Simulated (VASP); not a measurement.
# ZnSe (Stilleite) (F-43m) in VASP: notebook

Aim: see how the results for ZnSe (Stilleite) move with the level of theory and the settings. Levels: PBE+D3(BJ), revPBE+D3(BJ), PBE+D4. Tasks: single point, relaxation of cell and atoms.

Program: VASP 6.6.1. These are calculated values, not measurements. Logs are shortened: lines on timing, memory, paths and dates and some standing lists are left out, and cuts for length are marked.

**Measured values to compare with.**

From “Alloy Disordering Effects on the Thermal Conductivity and Energy Gap Temperature Dependence of Cd1−xZnxSe Ternary Crystals Grown by the Bridgman Method”, 2023, pmc:10253836, for a bulk crystal of ZnSe at 300 K: band gap 2.695 ± 0.003 eV (an exciton energy, a little under the gap).

The runs below are set against these values where they give the same quantity.

## 1. The cell of the first run

The structure is cubic, space group F-43m (No. 216). The conventional cell has a = 5.655 Å, b = 5.655 Å, c = 5.655 Å, α = 90.00°, β = 90.00°, γ = 90.00°. Within 3.2 Å of Zn (site symmetry -43m) lie 4 Se at 2.45 Å. Within 3.2 Å of Se (site symmetry -43m) lie 4 Zn at 2.45 Å.

## 2. Single point, PBE+D3(BJ)

The input, INCAR:

```
SYSTEM = ZnSe
PREC = Accurate
ENCUT = 520
EDIFF = 1E-6
ISMEAR = 0
SIGMA = 0.01
LREAL = .False.
LASPH = .True.
NELM = 100
ALGO = Normal
ISIF = 2
LWAVE = .False.
LCHARG = .False.
GGA = PE
IVDW = 12
NBANDS = 16
```

The input, KPOINTS:

```
Automatic mesh
0
Gamma
  7 7 7
  0 0 0
```

The input, POSCAR:

```
ZnSe
1.0
    0.0000000000      2.8275402177      2.8275402177
    2.8275402177      0.0000000000      2.8275402177
    2.8275402177      2.8275402177      0.0000000000
Zn Se
1 1
Direct
    0.0000000000      0.0000000000      0.0000000000
    0.2500000000      0.2500000000      0.2500000000
```

Potentials or basis: VASP PAW PBE potentials, release 64 (Zn, Se).

Run with:

```console
$ cat potpaw_PBE.64/Zn/POTCAR potpaw_PBE.64/Se/POTCAR > POTCAR
$ mpirun -np 1 vasp_std > vasp.out
```

OUTCAR:

```text
SYSTEM = ZnSe
   PREC = Accurate
   ENCUT = 520
   EDIFF = 1E-6
   ISMEAR = 0
   LREAL = .False.
   LASPH = .True.
   NELM = 100
   ISIF = 2
   GGA = PE
   IVDW = 12
 IVDW          = 12

 ion  position               nearest neighbor table
   1  0.000  0.000  0.000-   2 2.45   2 2.45   2 2.45   2 2.45
   2  0.250  0.250  0.250-   1 2.45   1 2.45   1 2.45   1 2.45

  LATTYP: Found a face centered cubic cell.
 ALAT       =     5.6550804354

  Lattice vectors:

 A1 = (   0.0000000000,   2.8275402177,   2.8275402177)
 A2 = (   2.8275402177,   0.0000000000,   2.8275402177)
 A3 = (   2.8275402177,   2.8275402177,   0.0000000000)

Analysis of symmetry for initial positions (statically):
=====================================================================
 Subroutine PRICEL returns:
 Original cell was already a primitive cell.

 Routine SETGRP: Setting up the symmetry group for a
 face centered cubic supercell.

 Subroutine GETGRP returns: Found 24 space group operations
 (whereof 24 operations were pure point group operations)
 out of a pool of 48 trial point group operations.

The static configuration has the point symmetry T_d .

Analysis of symmetry for dynamics (positions and initial velocities):
=====================================================================
 Subroutine PRICEL returns:
 Original cell was already a primitive cell.

 Routine SETGRP: Setting up the symmetry group for a
 face centered cubic supercell.

 Subroutine GETGRP returns: Found 24 space group operations
 (whereof 24 operations were pure point group operations)
 out of a pool of 48 trial point group operations.

The dynamic configuration has the point symmetry T_d .

 Subroutine INISYM returns: Found 24 space group operations
 (whereof 24 operations are pure point group operations),
 and found     1 'primitive' translations

----------------------------------------------------------------------------------------

                                     Primitive cell

  volume of cell :      45.2123

  direct lattice vectors                    reciprocal lattice vectors
     0.000000000  2.827540218  2.827540218    -0.176832144  0.176832144  0.176832144
     2.827540218  0.000000000  2.827540218     0.176832144 -0.176832144  0.176832144
     2.827540218  2.827540218  0.000000000     0.176832144  0.176832144 -0.176832144

  length of vectors
     3.998745724  3.998745724  3.998745724     0.306282258  0.306282258  0.306282258

  position of ions in fractional coordinates (direct lattice)
     0.000000000  0.000000000  0.000000000
     0.250000000  0.250000000  0.250000000

  ion indices of the primitive-cell ions
   primitive index   ion index
                 1           1
                 2           2

----------------------------------------------------------------------------------------

 KPOINTS: Automatic mesh

Automatic generation of k-mesh.
 Grid dimensions read from file:
 generate k-points for:    7    7    7

 Generating k-lattice:

  Cartesian coordinates                     Fractional coordinates (reciprocal lattice)
    -0.025261735  0.025261735  0.025261735     0.142857143  0.000000000  0.000000000
     0.025261735 -0.025261735  0.025261735     0.000000000  0.142857143  0.000000000
     0.025261735  0.025261735 -0.025261735     0.000000000  0.000000000  0.142857143

  Length of vectors
     0.043754608  0.043754608  0.043754608

  Shift w.r.t. Gamma in fractional coordinates (k-lattice)
     0.000000000  0.000000000  0.000000000

 Subroutine IBZKPT returns following result:
 ===========================================

 Found     20 irreducible k-points:

 Following reciprocal coordinates:
            Coordinates               Weight
  0.000000  0.000000  0.000000      1.000000
  0.142857  0.000000  0.000000      8.000000
  0.285714  0.000000  0.000000      8.000000
  0.428571  0.000000  0.000000      8.000000
  0.142857  0.142857  0.000000      6.000000
  0.285714  0.142857  0.000000     24.000000
[... 12 lines left out ...]
 -0.428571  0.428571  0.142857     24.000000
 -0.285714  0.428571  0.142857     24.000000
   k-points           NKPTS =     20   k-points in BZ     NKDIM =     20   number of bands    NBANDS=     16
   number of dos      NEDOS =    301   number of ions     NIONS =      2
   total plane-waves  NPLWV =  27000
   dimension x,y,z NGX =    30 NGY =   30 NGZ =   30
   dimension x,y,z NGXF=    60 NGYF=   60 NGZF=   60
   ions per type =               1   1
   NGX,Y,Z   is equivalent  to a cutoff of  12.47, 12.47, 12.47 a.u.
   NGXF,Y,Z  is equivalent  to a cutoff of  24.94, 24.94, 24.94 a.u.
 SYSTEM =  ZnSe
   PREC   = accura    normal or accurate (medium, high low for compatibility)
   ISTART =      0    job   : 0-new  1-cont  2-samecut
   ICHARG =      2    charge: 1-file 2-atom 10-const
   ISPIN  =      1    spin polarized calculation?
   LNONCOLLINEAR =      F non collinear calculations
   LSORBIT =      F    spin-orbit coupling
   LASPH  =      T    aspherical Exc in radial PAW
   ENCUT  =  520.0 eV  38.22 Ry    6.18 a.u.   7.44  7.44  7.44*2*pi/ulx,y,z
   NELM   =    100;   NELMIN=  2; NELMDL= -5     # of ELM steps
   EDIFF  = 0.1E-05   stopping-criterion for ELM
   LREAL  =      F    real-space projection
   EDIFFG = 0.1E-04   stopping-criterion for IOM
   NSW    =      0    number of steps for IOM
   IBRION =     -1    ionic relax: 0-MD 1-quasi-New 2-CG
   NFREE  =      0    steps in history (QN), initial steepest desc. (CG)
   ISIF   =      2    stress and relaxation
   ISYM   =      2    0-nonsym 1-usesym 2-fastsym
   POTIM  = 0.5000    time-step for ionic-motion
   TEBEG  =    0.0;   TEEND  =   0.0 temperature during run
   PSTRESS=    0.0 pullay stress
   NELECT =      18.0000    total number of electrons
   NUPDOWN=      -1.0000    fix difference up-down
   EMIN   =  10.00;   EMAX   =-10.00  energy-range for DOS
   EFERMI =   0.00;   METHOD = LEGACY
   ISMEAR =     0;   SIGMA  =   0.01  broadening in eV -4-tet -1-fermi 0-gaus
   EFERMI_NEDOS =   21; number of points for ismear=-14 and -15
   IALGO  =     38    algorithm
   IMIX   =      4    mixing-type and parameters
     AMIX     =   0.40;   BMIX     =  1.00
     AMIX_MAG =   1.60;   BMIX_MAG =  1.00
  volume/ion in A,a.u.               =      22.61       152.55
  Fermi-wavevector in a.u.,A,eV,Ry     =   1.204334  2.275861 19.734161  1.450420
  Thomas-Fermi vector in A             =   2.340062
   LORBIT       =      0    0 simple, 1 ext, 2 COOP (PROOUT), +10 PAW based schemes
   GGA     = PE    functional components
   LHFCALC =     F    Hartree Fock is set to
   AEXX    =    0.0000 exact exchange contribution
   IVDW    =    12    specifies the selected vdW correction
   LEPSILON=     F    determine dielectric tensor
   LRPA    =     F    only Hartree local field effects (RPA)
 non-spin polarized calculation
 Gauss-broadening in eV      SIGMA  =   0.01
  energy-cutoff  :      520.00
  volume of cell :       45.21
 maximum number of plane-waves:      1243
 NGX is ok and might be reduce to    30
   NGX = 15   NGY = 15   NGZ = 15

 number of electron      18.0000007 magnetization

 Free energy of the ion-electron system (eV)
  ---------------------------------------------------
  ext. energy  EPLUGINS =         0.00000000
  ---------------------------------------------------
  free energy    TOTEN  =        -6.01398142 eV

  energy without entropy =       -6.01398142  energy(sigma->0) =       -6.01398142

 E-fermi :   1.7787     XC(G=0):  -9.3516

 val. band max:        1.6713441704   @ k =   0.0000   0.0000   0.0000
 cond. band min:       2.9880724619   @ k =   0.0000   0.0000   0.0000
 fundamental gap:      1.3167282916
 Fermi energy:         1.7786551463

 k-point     1 :       0.0000    0.0000    0.0000
  band No.  band energies     occupation
      1     -11.6305      2.00000
      2      -4.9000      2.00000
      3      -4.9000      2.00000
      4      -4.9000      2.00000
      5      -4.5243      2.00000
      6      -4.5243      2.00000
[... 8 lines left out ...]
     15      13.1448      0.00000
     16      13.1448      0.00000

 k-point     2 :       0.1429    0.0000    0.0000
  band No.  band energies     occupation
      1     -11.4986      2.00000
      2      -4.8903      2.00000
      3      -4.8795      2.00000
      4      -4.8795      2.00000
      5      -4.5259      2.00000
      6      -4.5259      2.00000
[... 8 lines left out ...]
     15      12.2503      0.00000
     16      12.6278      0.00000

 k-point     3 :       0.2857    0.0000    0.0000
  band No.  band energies     occupation
      1     -11.1738      2.00000
      2      -4.8388      2.00000
      3      -4.8388      2.00000
      4      -4.8020      2.00000
      5      -4.5219      2.00000
      6      -4.5219      2.00000
[... 8 lines left out ...]
     15      12.3104      0.00000
     16      12.3104      0.00000

 k-point     4 :       0.4286    0.0000    0.0000
  band No.  band energies     occupation
      1     -10.8766      2.00000
      2      -4.8140      2.00000
      3      -4.8140      2.00000
      4      -4.5084      2.00000
      5      -4.5084      2.00000
      6      -4.5002      2.00000
[... 8 lines left out ...]
     15      14.0155      0.00000
     16      14.0155      0.00000

 k-point     5 :       0.1429    0.1429    0.0000
  band No.  band energies     occupation
      1     -11.4546      2.00000
      2      -4.9107      2.00000
      3      -4.8607      2.00000
      4      -4.8607      2.00000
      5      -4.5388      2.00000
      6      -4.5150      2.00000
[... 8 lines left out ...]
     15      13.2662      0.00000
     16      13.4331      0.00000

 k-point     6 :       0.2857    0.1429    0.0000
  band No.  band energies     occupation
      1     -11.1924      2.00000
      2      -4.8831      2.00000
      3      -4.8156      2.00000
      4      -4.8069      2.00000
      5      -4.5415      2.00000
      6      -4.5068      2.00000
[... 8 lines left out ...]
     15      13.4548      0.00000
     16      14.0012      0.00000

 k-point     7 :       0.4286    0.1429    0.0000
  band No.  band energies     occupation
      1     -10.8776      2.00000
      2      -4.8215      2.00000
      3      -4.7845      2.00000
      4      -4.6468      2.00000
      5      -4.5003      2.00000
      6      -4.4894      2.00000
[... 8 lines left out ...]
     15      13.8702      0.00000
     16      14.7055      0.00000

 k-point     8 :      -0.4286    0.1429    0.0000
  band No.  band energies     occupation
      1     -10.7708      2.00000
      2      -4.8057      2.00000
      3      -4.7837      2.00000
      4      -4.5381      2.00000
      5      -4.5115      2.00000
      6      -4.3534      2.00000
[... 8 lines left out ...]
     15      13.6636      0.00000
     16      14.1385      0.00000

 k-point     9 :      -0.2857    0.1429    0.0000
  band No.  band energies     occupation
      1     -10.9772      2.00000
      2      -4.8119      2.00000
      3      -4.8105      2.00000
      4      -4.7126      2.00000
      5      -4.5339      2.00000
      6      -4.4948      2.00000
[... 8 lines left out ...]
     15      13.3423      0.00000
     16      14.7233      0.00000
[... 96 lines left out ...]
 k-point    15 :       0.4286    0.4286    0.0000
  band No.  band energies     occupation
      1     -10.6206      2.00000
      2      -4.8765      2.00000
      3      -4.6591      2.00000
      4      -4.6591      2.00000
      5      -4.4775      2.00000
      6      -4.4087      2.00000
[... 8 lines left out ...]
     15      15.3686      0.00000
     16      16.8038      0.00000

 k-point    16 :      -0.4286    0.4286    0.0000
  band No.  band energies     occupation
      1     -10.5586      2.00000
      2      -4.8415      2.00000
      3      -4.6582      2.00000
      4      -4.6352      2.00000
      5      -4.4856      2.00000
      6      -4.2974      2.00000
[... 8 lines left out ...]
     15      14.8193      0.00000
     16      16.2667      0.00000

 k-point    17 :       0.4286    0.2857    0.1429
  band No.  band energies     occupation
      1     -10.9309      2.00000
      2      -4.8356      2.00000
      3      -4.7798      2.00000
      4      -4.7235      2.00000
      5      -4.5270      2.00000
      6      -4.4912      2.00000
[... 8 lines left out ...]
     15      14.6612      0.00000
     16      15.4542      0.00000

 k-point    18 :      -0.4286    0.2857    0.1429
  band No.  band energies     occupation
      1     -10.7006      2.00000
      2      -4.7928      2.00000
      3      -4.7522      2.00000
      4      -4.5875      2.00000
      5      -4.5136      2.00000
      6      -4.3684      2.00000
[... 8 lines left out ...]
     15      14.1488      0.00000
     16      15.6923      0.00000

 k-point    19 :      -0.4286    0.4286    0.1429
  band No.  band energies     occupation
      1     -10.6046      2.00000
      2      -4.8157      2.00000
      3      -4.6948      2.00000
      4      -4.6268      2.00000
      5      -4.4979      2.00000
      6      -4.3306      2.00000
[... 8 lines left out ...]
     15      15.0525      0.00000
     16      16.2104      0.00000

 k-point    20 :      -0.2857    0.4286    0.1429
  band No.  band energies     occupation
      1     -10.5753      2.00000
      2      -4.7888      2.00000
      3      -4.7014      2.00000
      4      -4.5693      2.00000
      5      -4.5330      2.00000
      6      -4.2419      2.00000
[... 8 lines left out ...]
     15      14.3464      0.00000
     16      16.5811      0.00000

------------------------ aborting loop because EDIFF is reached ----------------------------------------

 Edisp (eV)   -0.64931

 E8    (eV) :    -0.2715

  FORCE on cell =-STRESS in cart. coord.  units (eV):
  Direction    XX          YY          ZZ          XY          YZ          ZX
  --------------------------------------------------------------------------------------
  -------------------------------------------------------------------------------------
  Total       0.07123     0.07123     0.07123    -0.00000     0.00000    -0.00000
  in kB       2.52419     2.52419     2.52419    -0.00000     0.00000    -0.00000
  external pressure =        2.52 kB  Pullay stress =        0.00 kB

 VOLUME and BASIS-vectors are now :
 -----------------------------------------------------------------------------
  energy-cutoff  :      520.00
  volume of cell :       45.21
      direct lattice vectors                 reciprocal lattice vectors
     0.000000000  2.827540218  2.827540218    -0.176832144  0.176832144  0.176832144
     2.827540218  0.000000000  2.827540218     0.176832144 -0.176832144  0.176832144
     2.827540218  2.827540218  0.000000000     0.176832144  0.176832144 -0.176832144

 POSITION                                       TOTAL-FORCE (eV/Angst)
 -----------------------------------------------------------------------------------
      0.00000      0.00000      0.00000         0.000000      0.000000      0.000000
      1.41377      1.41377      1.41377        -0.000000     -0.000000     -0.000000
 -----------------------------------------------------------------------------------
    total drift:                               -0.000000     -0.000000     -0.000001

  FREE ENERGIE OF THE ION-ELECTRON SYSTEM (eV)
  ---------------------------------------------------
  free  energy   TOTEN  =        -6.6632915231 eV

  energy  without entropy=       -6.6632915231  energy(sigma->0) =       -6.66329152
```

Wall time 15 s (1 thread of Intel Xeon 6975P-C (Granite Rapids), shared host); peak memory 0.18 GiB.

What came out:

```yaml
Free_energy: -6.6633 eV
Pressure: 0.3 GPa
Band_gap_on_the_k_mesh: 1.32 eV, direct
Dispersion_energy_per_atom: -0.325 eV
```

Levels at points of the mesh, in eV from the valence-band top:
```
           k point  band 6  band 7  band 8  band 9  band 10  band 11  band 12  band 13
(0.00, 0.00, 0.00)   -6.20    0.00    0.00    0.00     1.32     5.80     5.80     5.80
```

## 3. Single point, revPBE+D3(BJ)

This run uses another cell than the first one, of 22.27 Å³/atom, 0.985 times its volume.

The input, INCAR:

```
SYSTEM = ZnSe
PREC     = Accurate       ! precision mode
ENCUT    = 520            ! plane-wave cutoff, eV
EDIFF    = 1E-7           ! SCF threshold, eV
ISMEAR   = 0              ! smearing method
SIGMA    = 0.01           ! smearing width, eV
LREAL    = .False.        ! projectors in reciprocal space
LASPH    = .True.         ! aspherical terms in the spheres
NELM     = 60             ! most SCF steps
ALGO     = Normal         ! electronic algorithm
ISIF     = 2              ! what is computed and relaxed
LWAVE    = .False.        ! write WAVECAR
LCHARG   = .False.        ! write CHGCAR
GGA      = RE             ! functional
IVDW     = 12             ! dispersion correction
NBANDS   = 16             ! bands
```

KPOINTS is that of step 2.

The input, POSCAR:

```
ZnSe
1.0
    0.0000000000      2.8135688779      2.8135688779
    2.8135688779      0.0000000000      2.8135688779
    2.8135688779      2.8135688779      0.0000000000
Zn Se
1 1
Direct
    0.0000000000      0.0000000000      0.0000000000
    0.2500000000      0.2500000000      0.2500000000
```

Potentials or basis: VASP PAW PBE potentials, release 64 (Zn, Se).

Run with:

```console
$ cat potpaw_PBE.64/Zn/POTCAR potpaw_PBE.64/Se/POTCAR > POTCAR
$ mpirun -np 1 vasp_std > vasp.out
```

Run time: 20 s. Hardware: 1 thread of Intel Xeon 6975P-C (Granite Rapids), shared host; peak memory 0.17 GiB.

It converged, with:

| Property | Result |
| --- | --- |
| Free energy | -6.6924 eV |
| Pressure | 0.3 GPa |
| Band gap on the k mesh | 1.50 eV, direct |
| Dispersion energy per atom | -0.642 eV |

Levels at points of the mesh, in eV from the valence-band top:
```tsv
k point	band 5	band 6	band 7	band 8	band 9	band 10	band 11	band 12	band 13	band 14
(0.00, 0.00, 0.00)	-6.20	-6.20	0.00	0.00	0.00	1.50	5.83	5.83	5.83	10.19
```

Caveat: the PAW data sets were made with another functional, which shifts forces and pressure a little.

## 4. Single point, PBE+D4

This run uses another cell than the first one, of 22.65 Å³/atom, 1.002 times its volume.

The input, INCAR:

```
PREC = Accurate ; ENCUT = 520
EDIFF = 1E-7 ; ISMEAR = 0
SIGMA = 0.01 ; LREAL = False
LASPH = True ; NELM = 80
ALGO = Normal ; ISIF = 2
LWAVE = False ; LCHARG = False
GGA = PE ; IVDW = 13
NBANDS = 16
```

The input, KPOINTS:

```
Automatic mesh
0
Gamma
  7 7 7
```

The input, POSCAR:

```
ZnSe
1.0
    0.0000000000      2.8295328241      2.8295328241
    2.8295328241      0.0000000000      2.8295328241
    2.8295328241      2.8295328241      0.0000000000
Zn Se
1 1
Direct
    0.0000000000      0.0000000000      0.0000000000
    0.2500000000      0.2500000000      0.2500000000
```

Run with:

```console
$ cat potpaw_PBE.64/Zn/POTCAR potpaw_PBE.64/Se/POTCAR > POTCAR
$ mpirun -np 1 vasp_std > vasp.out
```

Run time: 20 s. Hardware: 1 thread of Intel Xeon 6975P-C (Granite Rapids), shared host; peak memory 0.16 GiB.

It converged, with:

- Free energy: -6.6524 eV
- Pressure: 0.2 GPa
- Band gap on the k mesh: 1.31 eV, direct
- Dispersion energy per atom: -0.318 eV

Levels at points of the mesh, in eV from the valence-band top:
| k point | band 6 | band 7 | band 8 | band 9 | band 10 | band 11 | band 12 | band 13 |
| --- | --- | --- | --- | --- | --- | --- | --- | --- |
| (0.00, 0.00, 0.00) | -6.19 | 0.00 | 0.00 | 0.00 | 1.31 | 5.80 | 5.80 | 5.80 |

[end of part 1 of 2]
